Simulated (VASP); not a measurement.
Wanted: the native input for a VASP 6.6.1 run.

```
Task                   : single point
Functional             : PBE
Potentials or basis    : VASP PAW PBE potentials, release 64 (Re)
Cutoff                 : 520 eV
k mesh                 : 18 × 18 × 10
Occupations            : gaussian, width 0.15 eV
Spin                   : no spin polarisation
Dipole correction      : no
Further INCAR settings : ALGO = Fast; EDIFF = 1e-06; NBANDS = 14
```

The structure of Re lies in POSCAR:

```
Re
1.0
    2.7748241524      0.0000000000      0.0000000000
   -1.3874120762      2.4030682070      0.0000000000
    0.0000000000      0.0000000000      4.4842238099
Re
2
Direct
    0.3333333333      0.6666666667      0.2283240079
    0.6666666667      0.3333333333      0.7716759921
```

This cell differs from its parent crystal: atoms displaced along a vibrational mode.

These files were run (other wordings do the same):

INCAR

```
PREC     = Accurate       # precision mode
ENCUT    = 520            # plane-wave cutoff, eV
EDIFF    = 1E-6           # SCF threshold, eV
ISMEAR   = 0              # smearing method
SIGMA    = 0.15           # smearing width, eV
LREAL    = F              # projectors in reciprocal space
LASPH    = T              # aspherical terms in the spheres
NELM     = 60             # most SCF steps
ALGO     = Fast           # electronic algorithm
ISIF     = 2              # what is computed and relaxed
LWAVE    = F              # write WAVECAR
LCHARG   = F              # write CHGCAR
GGA      = PE             # functional
NBANDS   = 14             # bands
```

KPOINTS

```
Automatic mesh
0
Gamma
  18 18 10
```

Potentials or basis: VASP PAW PBE potentials, release 64 (Re).

The run is started by

```sh
$ cat potpaw_PBE.64/Re/POTCAR > POTCAR
$ mpirun -np 1 vasp_std > vasp.out
```

Results of the run:

```json
{
 "Pressure": "5.4 GPa",
 "Largest force": "1.624 eV/Å",
 "Band gap on the k mesh": "zero (bands 7 and 8 overlap by 3.01 eV)"
}
```

Caveat: the cell differs from its parent crystal (atoms displaced along a vibrational mode); the cell stands under pressure; spin-orbit coupling is left out, which moves the levels of the heavy elements; forces of over 1 eV/Å act on the atoms, so gaps and moduli don't describe the material at rest.

It took 2.9 min on 1 thread of Oxide Virtual Turin-like Processor (shared host), peak memory 0.22 GiB.
